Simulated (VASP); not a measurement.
# Fe (Im-3m) in VASP: a series of runs

The runs below take Fe through single point, with PBE.

Everything below comes from runs of VASP 6.6.1. Logs are shortened: lines on timing, memory, paths and dates and some standing lists are left out, and cuts for length are marked.

### 1 The cell of the first run

Symmetry: Im-3m, No. 229, cubic system. The conventional cell has a = 2.831 Å, b = 2.831 Å, c = 2.831 Å, α = 90.00°, β = 90.00°, γ = 90.00°. Fe (site symmetry m-3m) has 14 Fe at 2.45 to 2.83 Å within 3.2 Å.

### 2 Single point, PBE, collinear spin, ferromagnetic start

INCAR

```
ALGO = Normal ; EDIFF = 1E-6
ENCUT = 520 ; GGA = PE
ISIF = 2 ; ISMEAR = -1
ISPIN = 2 ; LASPH = T
LCHARG = T ; LELF = T
LMAXMIX = 4 ; LORBIT = 11
LREAL = F ; LVHAR = T
LWAVE = F ; MAGMOM = 2.5 2.5
NBANDS = 19 ; NELM = 150
PREC = Accurate ; SIGMA = 0.1
```

KPOINTS

```
k-points
0
Gamma
  17 17 10
```

POSCAR

```
Fe
1.0
   -1.4156766670      1.4156766670      1.4156766670
    1.4156766670     -1.4156766670      1.4156766670
    2.8313533341      2.8313533341      0.0000000000
Fe
2
Direct
    0.0000000000      0.0000000000      0.0000000000
    0.5000000000      0.5000000000      0.5000000000
```

Potentials or basis: VASP PAW PBE potentials, release 64 (Fe).

Launch:

```bash
cat potpaw_PBE.64/Fe/POTCAR > POTCAR
mpirun -np 1 vasp_std > vasp.out
```

OUTCAR:

```text
EDIFF = 1E-6
   ENCUT = 520
   GGA = PE
   ISIF = 2
   ISMEAR = -1
   ISPIN = 2
   LASPH = T
   LORBIT = 11
   LREAL = F
   NELM = 150
   PREC = Accurate

 ion  position               nearest neighbor table
   1  0.000  0.000  0.000-   2 2.45   2 2.45   2 2.45   2 2.45   2 2.83   2 2.83   2 2.83   2 2.83

   2  0.500  0.500  0.500-   1 2.45   1 2.45   1 2.45   1 2.45   1 2.83   1 2.83   1 2.83   1 2.83

  LATTYP: Found a base centered orthorhombic cell.
 ALAT       =     2.8313533340
 B/A-ratio  =     1.4142135624
 C/A-ratio  =     1.4142135624

  Lattice vectors:

 A1 = (  -1.4156766670,   1.4156766670,   1.4156766670)
 A2 = (   1.4156766670,  -1.4156766670,   1.4156766670)
 A3 = (   2.8313533341,   2.8313533341,   0.0000000000)

Analysis of symmetry for initial positions (statically):
=====================================================================
 Subroutine PRICEL returns following result:

  LATTYP: Found a body centered cubic cell.
 ALAT       =     2.8313533340

  Lattice vectors:

 A1 = (  -1.4156766670,   1.4156766670,  -1.4156766670)
 A2 = (  -1.4156766670,  -1.4156766670,   1.4156766670)
 A3 = (   1.4156766671,   1.4156766671,   1.4156766670)

   2 primitive cells build up your supercell.

 Routine SETGRP: Setting up the symmetry group for a
 base centered orthorhombic supercell.

 Subroutine GETGRP returns: Found  8 space group operations
 (whereof  8 operations were pure point group operations)
 out of a pool of  8 trial point group operations.

The static configuration has the point symmetry D_2h.

Analysis of symmetry for dynamics (positions and initial velocities):
=====================================================================
 Subroutine PRICEL returns following result:

  LATTYP: Found a body centered cubic cell.
 ALAT       =     2.8313533340

  Lattice vectors:

 A1 = (  -1.4156766670,   1.4156766670,  -1.4156766670)
 A2 = (  -1.4156766670,  -1.4156766670,   1.4156766670)
 A3 = (   1.4156766671,   1.4156766671,   1.4156766670)

   2 primitive cells build up your supercell.

 Routine SETGRP: Setting up the symmetry group for a
 base centered orthorhombic supercell.

 Subroutine GETGRP returns: Found  8 space group operations
 (whereof  8 operations were pure point group operations)
 out of a pool of  8 trial point group operations.

The dynamic configuration has the point symmetry D_2h.

Analysis of structural, dynamic, and magnetic symmetry:
=====================================================================
 Subroutine PRICEL returns following result:

  LATTYP: Found a body centered cubic cell.
 ALAT       =     2.8313533340

  Lattice vectors:

 A1 = (  -1.4156766670,   1.4156766670,  -1.4156766670)
 A2 = (  -1.4156766670,  -1.4156766670,   1.4156766670)
 A3 = (   1.4156766671,   1.4156766671,   1.4156766670)

   2 primitive cells build up your supercell.

 Routine SETGRP: Setting up the symmetry group for a
 base centered orthorhombic supercell.

 Subroutine GETGRP returns: Found  8 space group operations
 (whereof  8 operations were pure point group operations)
 out of a pool of  8 trial point group operations.

The overall configuration has the point symmetry D_2h.

 Subroutine INISYM returns: Found  8 space group operations
 (whereof  8 operations are pure point group operations),
 and found     2 'primitive' translations

----------------------------------------------------------------------------------------

                                     Primitive cell

  volume of cell :      11.3489

  direct lattice vectors                    reciprocal lattice vectors
    -1.415676667  1.415676667 -1.415676667    -0.353187992  0.353187992  0.000000000
    -1.415676667 -1.415676667  1.415676667    -0.353187992  0.000000000  0.353187992
     1.415676667  1.415676667  1.415676667    -0.000000000  0.353187992  0.353187992

  length of vectors
     2.452023914  2.452023914  2.452023914     0.499483249  0.499483249  0.499483249

  position of ions in fractional coordinates (direct lattice)
     0.000000000  0.000000000  0.000000000

  ion indices of the primitive-cell ions
   primitive index   ion index
                 1           1

----------------------------------------------------------------------------------------

 KPOINTS: k-points

Automatic generation of k-mesh.
 Grid dimensions read from file:
 generate k-points for:   17   17   10

 Generating k-lattice:

  Cartesian coordinates                     Fractional coordinates (reciprocal lattice)
    -0.010387882  0.010387882  0.020775764     0.058823529  0.000000000  0.000000000
     0.010387882 -0.010387882  0.020775764     0.000000000  0.058823529  0.000000000
     0.017659400  0.017659400  0.000000000     0.000000000  0.000000000  0.100000000

  Length of vectors
     0.025445011  0.025445011  0.024974162

  Shift w.r.t. Gamma in fractional coordinates (k-lattice)
     0.000000000  0.000000000  0.000000000

 Subroutine IBZKPT returns following result:
 ===========================================

 Found    486 irreducible k-points:

 Following reciprocal coordinates:
            Coordinates               Weight
  0.000000  0.000000  0.000000      1.000000
  0.058824  0.000000  0.000000      4.000000
  0.117647  0.000000  0.000000      4.000000
  0.176471  0.000000  0.000000      4.000000
  0.235294  0.000000  0.000000      4.000000
  0.294118  0.000000  0.000000      4.000000
[... 16 lines left out ...]
 -0.176471  0.058824  0.000000      4.000000
 -0.117647  0.058824  0.000000      4.000000
 [... further k-points ...]
   k-points           NKPTS =    486   k-points in BZ     NKDIM =    486   number of bands    NBANDS=     19
   number of dos      NEDOS =    301   number of ions     NIONS =      2
   total plane-waves  NPLWV =   9720
   dimension x,y,z NGX =    18 NGY =   18 NGZ =   30
   dimension x,y,z NGXF=    36 NGYF=   36 NGZF=   60
   ions per type =               2
   NGX,Y,Z   is equivalent  to a cutoff of  12.20, 12.20, 12.46 a.u.
   NGXF,Y,Z  is equivalent  to a cutoff of  24.41, 24.41, 24.91 a.u.
 SYSTEM =  unknown system
   PREC   = accura    normal or accurate (medium, high low for compatibility)
   ISTART =      0    job   : 0-new  1-cont  2-samecut
   ICHARG =      2    charge: 1-file 2-atom 10-const
   ISPIN  =      2    spin polarized calculation?
   LNONCOLLINEAR =      F non collinear calculations
   LSORBIT =      F    spin-orbit coupling
   LASPH  =      T    aspherical Exc in radial PAW
   ENCUT  =  520.0 eV  38.22 Ry    6.18 a.u.   4.56  4.56  7.45*2*pi/ulx,y,z
   NELM   =    150;   NELMIN=  2; NELMDL= -5     # of ELM steps
   EDIFF  = 0.1E-05   stopping-criterion for ELM
   LREAL  =      F    real-space projection
   EDIFFG = 0.1E-04   stopping-criterion for IOM
   NSW    =      0    number of steps for IOM
   IBRION =     -1    ionic relax: 0-MD 1-quasi-New 2-CG
   NFREE  =      0    steps in history (QN), initial steepest desc. (CG)
   ISIF   =      2    stress and relaxation
   ISYM   =      2    0-nonsym 1-usesym 2-fastsym
   POTIM  = 0.5000    time-step for ionic-motion
   TEBEG  =    0.0;   TEEND  =   0.0 temperature during run
   PSTRESS=    0.0 pullay stress
   NELECT =      16.0000    total number of electrons
   NUPDOWN=      -1.0000    fix difference up-down
   EMIN   =  10.00;   EMAX   =-10.00  energy-range for DOS
   EFERMI =   0.00;   METHOD = LEGACY
   ISMEAR =    -1;   SIGMA  =   0.10  broadening in eV -4-tet -1-fermi 0-gaus
   EFERMI_NEDOS =   21; number of points for ismear=-14 and -15
   IALGO  =     38    algorithm
   IMIX   =      4    mixing-type and parameters
     AMIX     =   0.40;   BMIX     =  1.00
     AMIX_MAG =   1.60;   BMIX_MAG =  1.00
  volume/ion in A,a.u.               =      11.35        76.59
  Fermi-wavevector in a.u.,A,eV,Ry     =   1.456982  2.753296 28.882387  2.122796
  Thomas-Fermi vector in A             =   2.573836
   LORBIT       =     11    0 simple, 1 ext, 2 COOP (PROOUT), +10 PAW based schemes
   GGA     = PE    functional components
   LHFCALC =     F    Hartree Fock is set to
   AEXX    =    0.0000 exact exchange contribution
   IVDW    =     0    specifies the selected vdW correction
   LEPSILON=     F    determine dielectric tensor
   LRPA    =     F    only Hartree local field effects (RPA)
 spin polarized calculation
  energy-cutoff  :      520.00
  volume of cell :       22.70
 maximum number of plane-waves:       633
   NGX =  9   NGY =  9   NGZ = 15

 number of electron      15.9999989 magnetization       4.3546212

 Free energy of the ion-electron system (eV)
  ---------------------------------------------------
  ext. energy  EPLUGINS =         0.00000000
  ---------------------------------------------------
  free energy    TOTEN  =       -16.51744765 eV

  energy without entropy =      -16.45459130  energy(sigma->0) =      -16.48601947

 E-fermi :   5.8423     XC(G=0): -13.1230

 val. band max:        5.8422229561   @ k =  -0.4706   0.4706   0.1000
 cond. band min:       5.8429446082   @ k =   0.4118   0.2353   0.0000
 fundamental gap:      0.0007216521
 Fermi energy:         5.8423458400

 spin component 1

 k-point     1 :       0.0000    0.0000    0.0000
  band No.  band energies     occupation
      1      -2.6044      1.00000
      2       0.9111      1.00000
      3       2.4533      1.00000
      4       3.5360      1.00000
      5       3.5368      1.00000
      6       3.5374      1.00000
[... 505 lines left out ...]
      6       3.7783      1.00000
[... 11 lines left out ...]
     18      30.8978      0.00000
     19      31.1562      0.00000

 [... further k-points ...]

 spin component 2

 k-point     1 :       0.0000    0.0000    0.0000
  band No.  band energies     occupation
      1      -2.4373      1.00000
      2       2.1823      1.00000
      3       4.1488      1.00000
      4       5.4299      0.98409
      5       5.4305      0.98398
      6       5.4315      0.98384
[... 505 lines left out ...]
      6       5.5428      0.95235
[... 11 lines left out ...]
     18      30.9203      0.00000
     19      31.3967      0.00000

 [... further k-points ...]

------------------------ aborting loop because EDIFF is reached ----------------------------------------

  FORCE on cell =-STRESS in cart. coord.  units (eV):
  Direction    XX          YY          ZZ          XY          YZ          ZX
  --------------------------------------------------------------------------------------
  -------------------------------------------------------------------------------------
  Total       -0.0142521     -0.0142521     -0.0163291     -0.0037859      0.0000000      0.0000000
  in kB       -1.0060205     -1.0060205     -1.1526343     -0.2672365      0.0000000      0.0000000
  external PRESSURE =      -1.0548918 kB  Pullay stress =       0.0000000 kB

 VOLUME and BASIS-vectors are now :
 -----------------------------------------------------------------------------
  energy-cutoff  :      520.00
  volume of cell :       22.70
      direct lattice vectors                 reciprocal lattice vectors
    -1.415676667  1.415676667  1.415676667    -0.176593996  0.176593996  0.353187992
     1.415676667 -1.415676667  1.415676667     0.176593996 -0.176593996  0.353187992
     2.831353334  2.831353334  0.000000000     0.176593996  0.176593996  0.000000000

 POSITION                                       TOTAL-FORCE (eV/Angst)
 -----------------------------------------------------------------------------------
      0.00000      0.00000      0.00000         0.000000     -0.000000     -0.000000
      1.41568      1.41568      1.41568        -0.000000      0.000000      0.000000
 -----------------------------------------------------------------------------------
    total drift:                               -0.000000      0.000000     -0.000000

  FREE ENERGIE OF THE ION-ELECTRON SYSTEM (eV)
  ---------------------------------------------------
  free  energy   TOTEN  =       -16.5174476455 eV

  energy  without entropy=      -16.4545912984  energy(sigma->0) =      -16.48601947

 total charge

# of ion       s       p       d       tot
------------------------------------------
    1        0.488   0.541   6.241   7.270
    2        0.488   0.541   6.241   7.270
--------------------------------------------------
tot          0.975   1.083  12.482  14.540

 magnetization (x)

# of ion       s       p       d       tot
------------------------------------------
    1       -0.013  -0.055   2.242   2.174
    2       -0.013  -0.055   2.242   2.174
--------------------------------------------------
tot         -0.026  -0.110   4.485   4.349
```

Run time: 6.5 min. Hardware: 1 thread of AMD EPYC 7R43 (Zen 3), shared host; peak memory 0.33 GiB.

Results:

```yaml
Free_energy: -16.5174 eV
Pressure: -0.1 GPa
Net_moment: 4.35 μB per cell
Site_moments: Fe +2.17 μB
Valence_electrons_inside_the_program's_atomic_spheres: Fe 7.27
```

### 3 Single point, PBE, collinear spin, ferromagnetic start

INCAR

```
SYSTEM = Fe
ALGO     = Normal         ! electronic algorithm
EDIFF    = 1E-7           ! SCF threshold, eV
ENCUT    = 520            ! plane-wave cutoff, eV
GGA      = PE             ! functional
ISIF     = 2              ! what is computed and relaxed
ISMEAR   = -1             ! smearing method
ISPIN    = 2              ! spin polarisation
LASPH    = .True.         ! aspherical terms in the spheres
LCHARG   = .False.        ! write CHGCAR
LMAXMIX  = 4              ! l up to which the mixer works
LORBIT   = 11             ! projections on sites
LREAL    = .False.        ! projectors in reciprocal space
LWAVE    = .False.        ! write WAVECAR
MAGMOM   = 2.5 2.5        ! initial moments
NBANDS   = 19             ! bands
NELM     = 150            ! most SCF steps
PREC     = Accurate       ! precision mode
SIGMA    = 0.1            ! smearing width, eV
```

KPOINTS

```
k-points
0
Gamma
  17 17 10
  0 0 0
```

POSCAR is that of step 2.

Potentials or basis: VASP PAW PBE potentials, release 64 (Fe).

Launch:

```bash
cat potpaw_PBE.64/Fe/POTCAR > POTCAR
mpirun -np 1 vasp_std > vasp.out
```

OUTCAR:

```text
SYSTEM = Fe
   EDIFF = 1E-7
   ENCUT = 520
   GGA = PE
   ISIF = 2
   ISMEAR = -1
   ISPIN = 2
   LASPH = .True.
   LORBIT = 11
   LREAL = .False.
   NELM = 150
   PREC = Accurate

 ion  position               nearest neighbor table
   1  0.000  0.000  0.000-   2 2.45   2 2.45   2 2.45   2 2.45   2 2.83   2 2.83   2 2.83   2 2.83

   2  0.500  0.500  0.500-   1 2.45   1 2.45   1 2.45   1 2.45   1 2.83   1 2.83   1 2.83   1 2.83

  LATTYP: Found a base centered orthorhombic cell.
 ALAT       =     2.8313533340
 B/A-ratio  =     1.4142135624
 C/A-ratio  =     1.4142135624

  Lattice vectors:

 A1 = (  -1.4156766670,   1.4156766670,   1.4156766670)
[... 1301 lines left out ...]
  energy-cutoff  :      520.00
  volume of cell :       22.70
      direct lattice vectors                 reciprocal lattice vectors
    -1.415676667  1.415676667  1.415676667    -0.176593996  0.176593996  0.353187992
     1.415676667 -1.415676667  1.415676667     0.176593996 -0.176593996  0.353187992
     2.831353334  2.831353334  0.000000000     0.176593996  0.176593996  0.000000000

 POSITION                                       TOTAL-FORCE (eV/Angst)
 -----------------------------------------------------------------------------------
      0.00000      0.00000      0.00000         0.000000      0.000000      0.000000
      1.41568      1.41568      1.41568        -0.000000     -0.000000     -0.000000
 -----------------------------------------------------------------------------------
    total drift:                               -0.000000      0.000000     -0.000000

  FREE ENERGIE OF THE ION-ELECTRON SYSTEM (eV)
  ---------------------------------------------------
  free  energy   TOTEN  =       -16.5174470538 eV

  energy  without entropy=      -16.4545905264  energy(sigma->0) =      -16.48601879

 total charge

# of ion       s       p       d       tot
------------------------------------------
    1        0.488   0.541   6.241   7.270
    2        0.488   0.541   6.241   7.270
--------------------------------------------------
tot          0.975   1.083  12.482  14.540

 magnetization (x)

# of ion       s       p       d       tot
------------------------------------------
    1       -0.013  -0.055   2.242   2.174
    2       -0.013  -0.055   2.242   2.174
--------------------------------------------------
tot         -0.026  -0.110   4.485   4.349
```

OSZICAR:

```text
N       E                     dE             d eps       ncg     rms          rms(c)
DAV:   1     0.768266451500E+02    0.76827E+02   -0.72433E+03 39699   0.107E+03
DAV:   2    -0.149863428388E+02   -0.91813E+02   -0.80959E+02 37284   0.202E+02
DAV:   3    -0.184959617591E+02   -0.35096E+01   -0.33580E+01 40778   0.505E+01
DAV:   4    -0.185246575788E+02   -0.28696E-01   -0.28681E-01 40425   0.429E+00
DAV:   5    -0.185249698048E+02   -0.31223E-03   -0.31222E-03 40837   0.417E-01    0.161E+01
DAV:   6    -0.166660153102E+02    0.18590E+01   -0.71112E+00 40304   0.545E+01    0.777E+00
DAV:   7    -0.165424729807E+02    0.12354E+00   -0.68282E-01 42595   0.148E+01    0.479E+00
DAV:   8    -0.165317014859E+02    0.10771E-01   -0.15049E-02 43917   0.908E-01    0.201E+00
DAV:   9    -0.165172399793E+02    0.14462E-01   -0.42929E-03 50140   0.631E-01    0.485E-01
DAV:  10    -0.165173744115E+02   -0.13443E-03   -0.16760E-03 45224   0.469E-01    0.157E-01
DAV:  11    -0.165174360392E+02   -0.61628E-04   -0.18197E-04 48280   0.199E-01    0.332E-02
DAV:  12    -0.165174453997E+02   -0.93605E-05   -0.18938E-05 39714   0.502E-02    0.150E-02
DAV:  13    -0.165174473449E+02   -0.19452E-05   -0.13896E-06 39633   0.119E-02    0.816E-03
DAV:  14    -0.165174476523E+02   -0.30736E-06   -0.54719E-07 42878   0.885E-03    0.516E-03
DAV:  15    -0.165174470733E+02    0.57900E-06   -0.55867E-08 19869   0.346E-03    0.329E-04
DAV:  16    -0.165174470538E+02    0.19529E-07   -0.33496E-09 19278   0.506E-04
   1 F= -.16517447E+02 E0= -.16486019E+02  d E =-.628565E-01  mag=     4.3549
```

It took 7.4 min on 1 thread of AMD EPYC 7R43 (Zen 3), shared host; peak memory 0.33 GiB.

Results:

| Property | Result |
| --- | --- |
| Free energy | -16.5174 eV |
| Pressure | 0.0 GPa |
| Net moment | 4.35 μB per cell |
| Site moments | Fe +2.17 μB |
| Valence electrons inside the program's atomic spheres | Fe 7.27 |

Levels at points of the mesh, in eV from the Fermi level:
Spin up:
```
           k point  band 6  band 7  band 8  band 9  band 10  band 11  band 12  band 13  band 14  band 15
(0.00, 0.00, 0.00)   -2.30   -1.10   -1.10   -1.03    -0.91     0.39     0.51     7.36    18.37    20.23
(0.00, 0.00, 0.50)   -2.45   -1.25   -1.25   -1.08    -1.08    -1.03    -1.03    15.82    15.82    21.25
```
Spin down:
```csv
k point,band 3,band 4,band 5,band 6,band 7,band 8,band 9,band 10
"(0.00, 0.00, 0.00)",-1.69,-0.41,-0.41,-0.41,0.62,1.50,1.65,1.65
"(0.00, 0.00, 0.50)",-1.08,-1.08,-0.72,-0.72,0.93,0.93,1.30,1.30
```
